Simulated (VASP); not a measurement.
# Li3SeCl (Pm-3m) in VASP: a series of runs

Runs on Li3SeCl. Level: LDA. Tasks: relaxation of cell and atoms.

All numbers are computed with VASP 6.6.1; they aren't measurements. Logs are shortened: lines on timing, memory, paths and dates and some standing lists are left out, and cuts for length are marked.

### 1 The cell of the first run

Symmetry: Pm-3m, No. 221, cubic system. Conventional cell: a = 4.490 Å, b = 4.490 Å, c = 4.490 Å, α = 90.00°, β = 90.00°, γ = 90.00°. Within 4.2 Å of Cl (site symmetry m-3m) lie 12 Li at 3.17 Å and 8 Se at 3.89 Å. Within 3.0 Å of Se (site symmetry m-3m) lie 6 Li at 2.25 Å. Within 3.0 Å of Li (site symmetry 4/mmm) lie 2 Se at 2.25 Å.

### 2 Relaxation of cell and atoms, LDA

INCAR

```
  ALGO = Normal
  EDIFF = 1E-6
  EDIFFG = -0.03
  ENCUT = 600
  IBRION = 2
  ISIF = 3
  ISMEAR = 1
  LASPH = T
  LCHARG = F
  LREAL = F
  LWAVE = F
  NELM = 100
  NSW = 80
  PREC = Accurate
  SIGMA = 0.01
```

KPOINTS

```
k-points
0
Gamma
  4 4 4
```

POSCAR

```
Li3SeCl
1.0
    4.4900000000      0.0000000000      0.0000000000
    0.0000000000      4.4900000000      0.0000000000
    0.0000000000      0.0000000000      4.4900000000
Cl Se Li
1 1 3
Direct
    0.0000000000      0.0000000000      0.0000000000
    0.5000000000      0.5000000000      0.5000000000
    0.5000000000      0.5000000000      0.0000000000
    0.0000000000      0.5000000000      0.5000000000
    0.5000000000      0.0000000000      0.5000000000
```

Potentials or basis: VASP PAW LDA potentials, release 64 (Cl, Se, Li_sv).

The run is started by

```sh
cat potpaw_LDA.64/Cl/POTCAR potpaw_LDA.64/Se/POTCAR potpaw_LDA.64/Li_sv/POTCAR > POTCAR
mpirun -np 1 vasp_std > vasp.out
```

OUTCAR:

```text
EDIFF = 1E-6
   EDIFFG = -0.03
   ENCUT = 600
   IBRION = 2
   ISIF = 3
   ISMEAR = 1
   LASPH = T
   LREAL = F
   NELM = 100
   NSW = 80
   PREC = Accurate

 ion  position               nearest neighbor table
   1  0.000  0.000  0.000-
   2  0.500  0.500  0.500-   3 2.25   4 2.25   5 2.25   3 2.25   5 2.25   4 2.25
   3  0.500  0.500  0.000-   2 2.25   2 2.25
   4  0.000  0.500  0.500-   2 2.25   2 2.25
   5  0.500  0.000  0.500-   2 2.25   2 2.25

  LATTYP: Found a simple cubic cell.
 ALAT       =     4.4900000000

  Lattice vectors:

 A1 = (   4.4900000000,   0.0000000000,   0.0000000000)
 A2 = (   0.0000000000,   4.4900000000,   0.0000000000)
 A3 = (   0.0000000000,   0.0000000000,   4.4900000000)

Analysis of symmetry for initial positions (statically):
=====================================================================
 Subroutine PRICEL returns:
 Original cell was already a primitive cell.

 Routine SETGRP: Setting up the symmetry group for a
 simple cubic supercell.

 Subroutine GETGRP returns: Found 48 space group operations
 (whereof 48 operations were pure point group operations)
 out of a pool of 48 trial point group operations.

The static configuration has the point symmetry O_h .

Analysis of symmetry for dynamics (positions and initial velocities):
=====================================================================
 Subroutine PRICEL returns:
 Original cell was already a primitive cell.

 Routine SETGRP: Setting up the symmetry group for a
 simple cubic supercell.

 Subroutine GETGRP returns: Found 48 space group operations
 (whereof 48 operations were pure point group operations)
 out of a pool of 48 trial point group operations.

The dynamic configuration has the point symmetry O_h .

 Subroutine INISYM returns: Found 48 space group operations
 (whereof 48 operations are pure point group operations),
 and found     1 'primitive' translations

----------------------------------------------------------------------------------------

                                     Primitive cell

  volume of cell :      90.5188

  direct lattice vectors                    reciprocal lattice vectors
     4.490000000  0.000000000  0.000000000     0.222717149  0.000000000  0.000000000
     0.000000000  4.490000000  0.000000000     0.000000000  0.222717149  0.000000000
     0.000000000  0.000000000  4.490000000     0.000000000  0.000000000  0.222717149

  length of vectors
     4.490000000  4.490000000  4.490000000     0.222717149  0.222717149  0.222717149

  position of ions in fractional coordinates (direct lattice)
     0.000000000  0.000000000  0.000000000
     0.500000000  0.500000000  0.500000000
     0.500000000  0.500000000  0.000000000
     0.000000000  0.500000000  0.500000000
     0.500000000  0.000000000  0.500000000

  ion indices of the primitive-cell ions
   primitive index   ion index
                 1           1
                 2           2
                 3           3
                 4           4
                 5           5

----------------------------------------------------------------------------------------

 KPOINTS: k-points

Automatic generation of k-mesh.
 Grid dimensions read from file:
 generate k-points for:    4    4    4

 Generating k-lattice:

  Cartesian coordinates                     Fractional coordinates (reciprocal lattice)
     0.055679287  0.000000000  0.000000000     0.250000000  0.000000000  0.000000000
     0.000000000  0.055679287  0.000000000     0.000000000  0.250000000  0.000000000
     0.000000000  0.000000000  0.055679287     0.000000000  0.000000000  0.250000000

  Length of vectors
     0.055679287  0.055679287  0.055679287

  Shift w.r.t. Gamma in fractional coordinates (k-lattice)
     0.000000000  0.000000000  0.000000000

 Subroutine IBZKPT returns following result:
 ===========================================

 Found     10 irreducible k-points:

 Following reciprocal coordinates:
            Coordinates               Weight
  0.000000  0.000000  0.000000      1.000000
  0.250000  0.000000  0.000000      6.000000
  0.500000  0.000000  0.000000      3.000000
  0.250000  0.250000  0.000000     12.000000
  0.500000  0.250000  0.000000     12.000000
  0.500000  0.500000  0.000000      3.000000
  0.250000  0.250000  0.250000      8.000000
  0.500000  0.250000  0.250000     12.000000
  0.500000  0.500000  0.250000      6.000000
  0.500000  0.500000  0.500000      1.000000
   k-points           NKPTS =     10   k-points in BZ     NKDIM =     10   number of bands    NBANDS=     15
   number of dos      NEDOS =    301   number of ions     NIONS =      5
   total plane-waves  NPLWV =  46656
   dimension x,y,z NGX =    36 NGY =   36 NGZ =   36
   dimension x,y,z NGXF=    72 NGYF=   72 NGZF=   72
   ions per type =               1   1   3
   NGX,Y,Z   is equivalent  to a cutoff of  13.33, 13.33, 13.33 a.u.
   NGXF,Y,Z  is equivalent  to a cutoff of  26.66, 26.66, 26.66 a.u.
 SYSTEM =  unknown system
   PREC   = accura    normal or accurate (medium, high low for compatibility)
   ISTART =      0    job   : 0-new  1-cont  2-samecut
   ICHARG =      2    charge: 1-file 2-atom 10-const
   ISPIN  =      1    spin polarized calculation?
   LNONCOLLINEAR =      F non collinear calculations
   LSORBIT =      F    spin-orbit coupling
   LASPH  =      T    aspherical Exc in radial PAW
   ENCUT  =  600.0 eV  44.10 Ry    6.64 a.u.   8.97  8.97  8.97*2*pi/ulx,y,z
   NELM   =    100;   NELMIN=  2; NELMDL= -5     # of ELM steps
   EDIFF  = 0.1E-05   stopping-criterion for ELM
   LREAL  =      F    real-space projection
   EDIFFG = -.3E-01   stopping-criterion for IOM
   NSW    =     80    number of steps for IOM
   IBRION =      2    ionic relax: 0-MD 1-quasi-New 2-CG
   NFREE  =      1    steps in history (QN), initial steepest desc. (CG)
   ISIF   =      3    stress and relaxation
   ISYM   =      2    0-nonsym 1-usesym 2-fastsym
   POTIM  = 0.5000    time-step for ionic-motion
   TEBEG  =    0.0;   TEEND  =   0.0 temperature during run
   PSTRESS=    0.0 pullay stress
   NELECT =      22.0000    total number of electrons
   NUPDOWN=      -1.0000    fix difference up-down
   EMIN   =  10.00;   EMAX   =-10.00  energy-range for DOS
   EFERMI =   0.00;   METHOD = LEGACY
   ISMEAR =     1;   SIGMA  =   0.01  broadening in eV -4-tet -1-fermi 0-gaus
   EFERMI_NEDOS =   21; number of points for ismear=-14 and -15
   IALGO  =     38    algorithm
   IMIX   =      4    mixing-type and parameters
     AMIX     =   0.40;   BMIX     =  1.00
     AMIX_MAG =   1.60;   BMIX_MAG =  1.00
  volume/ion in A,a.u.               =      18.10       122.17
  Fermi-wavevector in a.u.,A,eV,Ry     =   1.021651  1.930641 14.201373  1.043771
  Thomas-Fermi vector in A             =   2.155288
   LORBIT       =      0    0 simple, 1 ext, 2 COOP (PROOUT), +10 PAW based schemes
   GGA     = CA    functional components
   LHFCALC =     F    Hartree Fock is set to
   AEXX    =    0.0000 exact exchange contribution
   IVDW    =     0    specifies the selected vdW correction
   LEPSILON=     F    determine dielectric tensor
   LRPA    =     F    only Hartree local field effects (RPA)
 conjugate gradient relaxation of ions
 non-spin polarized calculation
 Methfessel and Paxton  Order N= 1 SIGMA  =   0.01
  energy-cutoff  :      600.00
  volume of cell :       90.52
 maximum number of plane-waves:      3050
 NGX is ok and might be reduce to    36
   NGX = 17   NGY = 17   NGZ = 17

--------------------------------------- Ionic step        1  -------------------------------------------

 number of electron      22.0000023 magnetization

 Free energy of the ion-electron system (eV)
  ---------------------------------------------------
  ext. energy  EPLUGINS =         0.00000000
  ---------------------------------------------------
  free energy    TOTEN  =       -18.69744609 eV

  energy without entropy =      -18.69744609  energy(sigma->0) =      -18.69744609

------------------------ aborting loop because EDIFF is reached ----------------------------------------

  FORCE on cell =-STRESS in cart. coord.  units (eV):
  Direction    XX          YY          ZZ          XY          YZ          ZX
  --------------------------------------------------------------------------------------
  -------------------------------------------------------------------------------------
  Total        2.3580128      2.3580128      2.3580128      0.0000000      0.0000000     -0.0000000
  in kB       41.7366633     41.7366633     41.7366633      0.0000000      0.0000000     -0.0000000
  external PRESSURE =      41.7366633 kB  Pullay stress =       0.0000000 kB
[... 24 lines left out ...]
  energy  without entropy=      -18.6974460884  energy(sigma->0) =      -18.69744609

--------------------------------------- Ionic step        2  -------------------------------------------

 number of electron      22.0000020 magnetization

 E-fermi :   0.2001     XC(G=0):  -8.3096

 val. band max:        0.1518549668   @ k =   0.5000   0.5000   0.0000
 cond. band min:       3.7346542188   @ k =   0.5000   0.5000   0.0000
 fundamental gap:      3.5827992520
 Fermi energy:         0.2000951899

 k-point     1 :       0.0000    0.0000    0.0000
  band No.  band energies     occupation
      1     -43.2482      2.00000
      2     -43.2345      2.00000
      3     -43.2345      2.00000
      4     -12.7851      2.00000
      5     -10.5467      2.00000
      6      -1.8529      2.00000
      7      -1.8529      2.00000
      8      -1.8529      2.00000
      9      -0.2629      2.00000
     10      -0.2629      2.00000
     11      -0.2629      2.00000
     12       3.8707      0.00000
     13       6.1520      0.00000
     14       6.1520      0.00000
     15       9.6837      0.00000
[... 235 lines left out ...]
  energy  without entropy=      -18.8314521845  energy(sigma->0) =      -18.83145218

--------------------------------------- Ionic step        4  -------------------------------------------

 number of electron      21.9999980 magnetization

 Free energy of the ion-electron system (eV)
  ---------------------------------------------------
  ext. energy  EPLUGINS =         0.00000000
  ---------------------------------------------------
  free energy    TOTEN  =       -18.83249394 eV

  energy without entropy =      -18.83249394  energy(sigma->0) =      -18.83249394

 E-fermi :  -0.0357     XC(G=0):  -8.1129

 val. band max:       -0.1663605837   @ k =   0.5000   0.5000   0.0000
 cond. band min:       3.4128501851   @ k =   0.0000   0.0000   0.0000
 fundamental gap:      3.5792107687
 Fermi energy:        -0.0356632716

 k-point     1 :       0.0000    0.0000    0.0000
  band No.  band energies     occupation
      1     -43.6309      2.00000
      2     -43.6201      2.00000
      3     -43.6201      2.00000
      4     -12.9587      2.00000
      5     -10.7953      2.00000
      6      -2.0049      2.00000
      7      -2.0049      2.00000
      8      -2.0049      2.00000
      9      -0.5363      2.00000
     10      -0.5363      2.00000
     11      -0.5363      2.00000
     12       3.4129      0.00000
     13       5.8089      0.00000
     14       5.8089      0.00000
     15       9.3027      0.00000
[... 192 lines left out ...]
  FREE ENERGIE OF THE ION-ELECTRON SYSTEM (eV)
  ---------------------------------------------------
  free  energy   TOTEN  =       -18.8324939377 eV

  energy  without entropy=      -18.8324939377  energy(sigma->0) =      -18.83249394

 reached required accuracy - stopping structural energy minimisation
```

Run time: 33 s. Hardware: 1 thread of AMD EPYC 7R43 (Zen 3), shared host; peak memory 0.15 GiB.

What came out:

- Free energy: -18.8325 eV
- Relaxed volume: 20.41 Å³/atom
- Relaxed cell: a = 4.673 Å, b = 4.673 Å, c = 4.673 Å, α = 90.00°, β = 90.00°, γ = 90.00°
- Space group after relaxing (to 0.1 Å): Pm-3m (No. 221)
- Energy gained by relaxing: 27.0 meV/atom
- Ionic steps: 4
- Pressure after relaxing: 0.0 GPa
- Band gap on the k mesh: 3.58 eV (least direct gap 3.64 eV)

The path:
| step | energy change (eV) | largest force (eV/Å) | pressure (GPa) | volume (Å³) |
| --- | --- | --- | --- | --- |
| 1 | 0.0000 | 0.0000 | 4.17 | 90.52 |
| 2 | -0.1109 | 0.0000 | 1.58 | 96.84 |
| 3 | -0.1340 | 0.0000 | -0.29 | 103.08 |
| 4 | -0.1350 | 0.0000 | -0.02 | 102.04 |

Final structure:
```cif
data_structure
_symmetry_space_group_name_H-M 'P 1'
_symmetry_Int_Tables_number 1
_cell_length_a 4.6730
_cell_length_b 4.6730
_cell_length_c 4.6730
_cell_angle_alpha 90.000
_cell_angle_beta 90.000
_cell_angle_gamma 90.000
_cell_volume 102.04
loop_
_atom_site_label
_atom_site_type_symbol
_atom_site_fract_x
_atom_site_fract_y
_atom_site_fract_z
_atom_site_occupancy
Cl1 Cl 0.00000 0.00000 0.00000 1
Se1 Se 0.50000 0.50000 0.50000 1
Li1 Li 0.50000 0.50000 0.00000 1
Li2 Li 0.00000 0.50000 0.50000 1
Li3 Li 0.50000 0.00000 0.50000 1
```

Levels at points of the mesh, in eV from the valence-band top:
```tsv
k point	band 8	band 9	band 10	band 11	band 12	band 13	band 14	band 15
(0.00, 0.00, 0.00)	-1.84	-0.37	-0.37	-0.37	3.58	5.98	5.98	9.47
(0.50, 0.00, 0.00)	-1.13	-1.13	-1.06	-1.06	6.23	6.26	6.40	7.22
(0.50, 0.50, 0.00)	-1.03	-0.89	0.00	0.00	3.64	6.19	6.19	6.20
(0.50, 0.50, 0.50)	-1.69	-0.88	-0.88	-0.88	5.50	5.50	5.50	8.99
```

Caveat: the cutoff is under 1.25 times the usual one of these potentials, so pressure, stress and relaxed cells hold a basis-set (Pulay) error.

(Part 1 of 2 ends here.)
